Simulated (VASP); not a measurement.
# ZrB: single point with PBE+D3(BJ)

The system is ZrB.

```
Zr B
1.0
     0.00000    2.45632    2.45632
     2.45632    0.00000    2.45632
     2.45632    2.45632    0.00000
Zr B
1 1
Direct
  0.50000 0.50000 0.50000
  0.00000 0.00000 0.00000
```

| Quantity | Value |
| --- | --- |
| Program | VASP 6.6.1 |
| Task | single point |
| Functional | PBE |
| Dispersion | D3(BJ) |
| Potentials or basis | VASP PAW PBE potentials, release 64 (Zr_sv, B) |
| Cutoff | 500 eV |
| k mesh | 7 × 7 × 7 |
| Occupations | methfessel-paxton, width 0.2 eV |
| Spin | no spin polarisation |
| Dipole correction | no |
| Further INCAR settings | ALGO = Normal; EDIFF = 1e-06; NBANDS = 14 |

```
Pressure                   : -4.9 GPa
Dispersion energy per atom : -0.380 eV
```

Levels at points of the mesh, in eV from the Fermi level:
```
           k point  band 4  band 5  band 6  band 7  band 8  band 9  band 10  band 11
(0.00, 0.00, 0.00)  -25.30   -8.00    1.77    1.77    1.77    3.15     3.15     3.45
```

Run time: 8.1 s on 1 thread of Intel(R) Xeon(R) Platinum 8488C (Sapphire Rapids), with other jobs on the host, peak memory 0.16 GiB.

Caveat: pairwise dispersion overbinds metals, which lowers pressure and volume.
